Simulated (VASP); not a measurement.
Wanted: the native input for a VASP 6.6.1 run.

```yaml
Task: single point
Functional: revPBE
Potentials_or_basis: VASP PAW PBE potentials, release 64 (Ba_sv, Ti_sv, O)
Cutoff: 520 eV
k_mesh: 7 × 7 × 7
Occupations: fermi-dirac, width 0.05 eV
Spin: no spin polarisation
Dipole_correction: no
Further_INCAR_settings: ALGO = Normal; EDIFF = 1e-06; NBANDS = 28
```

The structure of BaTiO3 lies in POSCAR:

```
BaTiO3
1.0
    3.9998000000      0.0000000000      0.0000000000
    0.0000000000      3.9998000000      0.0000000000
    0.0000000000      0.0000000000      4.0180000000
Ba Ti O
1 1 3
Direct
    0.0000000000      0.0000000000      0.0000000000
    0.5000000000      0.5000000000      0.4900000000
    0.0000000000      0.5000000000      0.5170000000
    0.5000000000      0.0000000000      0.5170000000
    0.5000000000      0.5000000000      0.0190000000
```

The input as run:

INCAR

```
ALGO = Normal
EDIFF = 1E-6
ENCUT = 520
GGA = RE
ISIF = 2
ISMEAR = -1
LASPH = True
LCHARG = True
LELF = True
LREAL = False
LVHAR = True
LWAVE = False
NBANDS = 28
NELM = 80
PREC = Accurate
SIGMA = 0.05
```

KPOINTS

```
k-points
0
Gamma
  7 7 7
```

Potentials or basis: VASP PAW PBE potentials, release 64 (Ba_sv, Ti_sv, O).

The run is started by

```bash
$ cat potpaw_PBE.64/Ba_sv/POTCAR potpaw_PBE.64/Ti_sv/POTCAR potpaw_PBE.64/O/POTCAR > POTCAR
$ mpirun -np 1 vasp_std > vasp.out
```

It gave:

The pressure is 7.3 GPa and the largest force is 0.271 eV/Å. The band gap on the k mesh is 1.89 eV (least direct gap 2.09 eV).

Caveat: the cell stands under pressure; the PAW data sets were made with another functional, which shifts forces and pressure a little; spin-orbit coupling is left out, which moves the levels of the heavy elements.

It took 2.2 min on 1 thread of Intel Xeon 8259CL, on a shared host, peak memory 0.22 GiB.
